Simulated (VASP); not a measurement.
# I (I4/mmm) in VASP: a series of runs, part 2 of 2

VASP 6.6.1. The steps go on from the part before.

### Step 3. Single point, revPBE, non-collinear spin, zero start, spin-orbit coupling

INCAR

```
SYSTEM = I
PREC     = Accurate       ! precision mode
ENCUT    = 520            ! plane-wave cutoff, eV
EDIFF    = 1E-6           ! SCF threshold, eV
ISMEAR   = 1              ! smearing method
SIGMA    = 0.1            ! smearing width, eV
LREAL    = .FALSE.        ! projectors in reciprocal space
LASPH    = .TRUE.         ! aspherical terms in the spheres
NELM     = 150            ! most SCF steps
ALGO     = Normal         ! electronic algorithm
ISIF     = 2              ! what is computed and relaxed
LWAVE    = .FALSE.        ! write WAVECAR
LCHARG   = .FALSE.        ! write CHGCAR
MAGMOM   = 0 0 0          ! initial moments
LORBIT   = 11             ! projections on sites
LSORBIT  = .TRUE.         ! spin-orbit coupling
GGA_COMPAT= .FALSE.      
LORBMOM  = .TRUE.       
GGA      = RE             ! functional
NBANDS   = 18             ! bands
```

KPOINTS

```
Automatic mesh
0
G
  11 11 11
  0 0 0
```

POSCAR

```
I
1.0
   -1.6174560000      1.6174560000      4.2648080000
    1.6174560000     -1.6174560000      4.2648080000
    1.6174560000      1.6174560000     -4.2648080000
I
1
Direct
    0.0000000000      0.0000000000      0.0000000000
```

Potentials or basis: VASP PAW PBE potentials, release 64 (I).

The run is started by

```sh
$ cat potpaw_PBE.64/I/POTCAR > POTCAR
$ mpirun -np 1 vasp_ncl > vasp.out
```

OUTCAR:

```text
SYSTEM = I
   PREC = Accurate
   ENCUT = 520
   EDIFF = 1E-6
   ISMEAR = 1
   LREAL = .FALSE.
   LASPH = .TRUE.
   NELM = 150
   ISIF = 2
   LORBIT = 11
   LSORBIT = .TRUE.
   GGA = RE

 ion  position               nearest neighbor table
   1  0.000  0.000  0.000-

  LATTYP: Found a body centered tetragonal cell.
 ALAT       =     3.2349120000
 C/A-ratio  =     2.6367381864

  Lattice vectors:

 A1 = (  -1.6174560000,   1.6174560000,   4.2648080000)
 A2 = (   1.6174560000,  -1.6174560000,   4.2648080000)
 A3 = (   1.6174560000,   1.6174560000,  -4.2648080000)

Analysis of symmetry for initial positions (statically):
=====================================================================
 Subroutine PRICEL returns:
 Original cell was already a primitive cell.

 Routine SETGRP: Setting up the symmetry group for a
 body centered tetragonal supercell.

 Subroutine GETGRP returns: Found 16 space group operations
 (whereof 16 operations were pure point group operations)
 out of a pool of 16 trial point group operations.

The static configuration has the point symmetry D_4h.

Analysis of symmetry for dynamics (positions and initial velocities):
=====================================================================
 Subroutine PRICEL returns:
 Original cell was already a primitive cell.

 Routine SETGRP: Setting up the symmetry group for a
 body centered tetragonal supercell.

 Subroutine GETGRP returns: Found 16 space group operations
[... 710 lines left out ...]
 orbital moment (x)

 # of ion     p       d       tot
 ----------------------------------------
  1        -0.000   0.000  -0.000
 ----------------------------------------
           -0.000   0.000  -0.000

 orbital moment (y)

 # of ion     p       d       tot
 ----------------------------------------
  1        -0.000  -0.000  -0.000
 ----------------------------------------
           -0.000  -0.000  -0.000

 orbital moment (z)

 # of ion     p       d       tot
 ----------------------------------------
  1         0.000   0.000   0.000
 ----------------------------------------
            0.000   0.000   0.000

 Spin-Orbit-Coupling matrix elements

 Ion:    1  E_soc:     -0.3487214
 l=   1
     0.0000000    -0.0525536    -0.0689927
    -0.0525536     0.0000000    -0.0525536
    -0.0689927    -0.0525536     0.0000000
 l=   2
     0.0000000     0.0000068     0.0000000     0.0000068    -0.0000969
     0.0000068     0.0000000    -0.0000431    -0.0000028    -0.0000443
     0.0000000    -0.0000431     0.0000000    -0.0000431     0.0000000
     0.0000068    -0.0000028    -0.0000431     0.0000000    -0.0000443
    -0.0000969    -0.0000443     0.0000000    -0.0000443     0.0000000
 l=   3
     0.0000000     0.0000000     0.0000000     0.0000000     0.0000000     0.0000000     0.0000000
     0.0000000     0.0000000     0.0000000     0.0000000     0.0000000     0.0000000     0.0000000
     0.0000000     0.0000000     0.0000000     0.0000000     0.0000000     0.0000000     0.0000000
     0.0000000     0.0000000     0.0000000     0.0000000     0.0000000     0.0000000     0.0000000
     0.0000000     0.0000000     0.0000000     0.0000000     0.0000000     0.0000000     0.0000000
     0.0000000     0.0000000     0.0000000     0.0000000     0.0000000     0.0000000     0.0000000
     0.0000000     0.0000000     0.0000000     0.0000000     0.0000000     0.0000000     0.0000000

 total charge

# of ion       s       p       d       tot
------------------------------------------
    1        1.549   2.619   0.026   4.195

 magnetization (x)

# of ion       s       p       d       tot
------------------------------------------
    1        0.000   0.000  -0.000  -0.000

 magnetization (y)

# of ion       s       p       d       tot
------------------------------------------
    1        0.000   0.000   0.000   0.000

 magnetization (z)

# of ion       s       p       d       tot
------------------------------------------
    1        0.000   0.000  -0.000  -0.000
```

Run time: 2.1 min. Hardware: 1 thread of Intel Xeon 6975P-C (Granite Rapids), shared host; peak memory 0.45 GiB.

What came out:

- Free energy: -1.3393 eV
- Pressure: 1.3 GPa
- Net moment: 0.00 μB per cell
- Valence electrons inside the program's atomic spheres: I 4.20

Stress tensor (GPa, compression positive):
```
1.57 0.00 0.00
0.00 1.57 0.00
0.00 0.00 0.88
```

Moments on the atoms (μB; x, y, z):
```
I   0.00 0.00 0.00
```

Caveat: the PAW data sets were made with another functional, which shifts forces and pressure a little.

### Step 4. Single point, r2SCAN0

POSCAR is that of step 3.

INCAR.step1

```
  PREC = Accurate
  ENCUT = 520
  EDIFF = 1E-5
  ISMEAR = 1
  SIGMA = 0.1
  LREAL = F
  LASPH = T
  NELM = 100
  ALGO = Normal
  ISIF = 2
  LWAVE = T
  GGA = PE
  NBANDS = 10
```

INCAR.step2

```
  PREC = Accurate
  ENCUT = 520
  EDIFF = 1E-6
  ISMEAR = 1
  SIGMA = 0.1
  LREAL = F
  LASPH = T
  NELM = 100
  ALGO = Normal
  ISIF = 2
  LWAVE = F
  LCHARG = T
  METAGGA = R2SCAN
  LHFCALC = T
  AEXX = 0.25
  LMIXTAU = T
  PRECFOCK = Normal
  LELF = T
  LVHAR = T
  ISTART = 1
  NBANDS = 10
```

KPOINTS

```
Automatic mesh
0
Gamma
  7 7 7
```

The run is started by

```sh
$ cat potpaw_PBE.64/I/POTCAR > POTCAR
$ cp INCAR.step1 INCAR
$ mpirun -np 1 vasp_std > vasp.out
$ cp INCAR.step2 INCAR
$ mpirun -np 1 vasp_std > vasp.out
```

Run time: 30 min. Hardware: 1 thread of Intel Xeon 6975P-C (Granite Rapids), shared host; peak memory 0.25 GiB.

It converged, with:

* Free energy: -19.3728 eV
* Pressure: -1.4 GPa

Stress tensor (GPa, compression positive):
```
-1.67  0.00  0.00
 0.00 -1.67  0.00
 0.00  0.00 -0.75
```

Levels at points of the mesh, in eV from the Fermi level:
| k point | band 1 | band 2 | band 3 | band 4 | band 5 | band 6 | band 7 |
| --- | --- | --- | --- | --- | --- | --- | --- |
| (0.00, 0.00, 0.00) | -15.78 | -3.14 | 1.53 | 1.53 | 5.51 | 8.89 | 9.70 |

Caveat: the k points lie up to 0.39 Å⁻¹ apart; the PAW data sets were made with another functional, which shifts forces and pressure a little; spin-orbit coupling is left out, which moves the levels of the heavy elements; an odd number of electrons without spin polarisation forces a metal; a magnetic or distorted state may lie lower.

### Step 5. The runs side by side

```csv
level,spin,k mesh,smearing,grid for exact exchange (PRECFOCK),gap on the mesh (eV),pressure (GPa)
PBE exchange alone,off,11 × 11 × 11,gaussian 0.1 eV,-,none,5.1
revPBE,"non-collinear, zero start, SOC",11 × 11 × 11,methfessel-paxton 0.1 eV,-,-,1.3
r2SCAN0,off,7 × 7 × 7,methfessel-paxton 0.1 eV,Normal,none,-1.4
```

Alike in all rows: task single point; potentials or basis VASP PAW PBE potentials, release 64 (I); cell as given; cutoff (eV) 520.

Caveats: some runs use coarse meshes; spin-orbit coupling is left out, which moves the levels of the heavy elements (some runs); an odd number of electrons without spin polarisation forces a metal (some runs); a magnetic or distorted state may lie lower (some runs); the PAW data sets were made with another functional, which shifts forces and pressure a little (some runs).

Absolute energies hang on the potentials; compare differences alone.
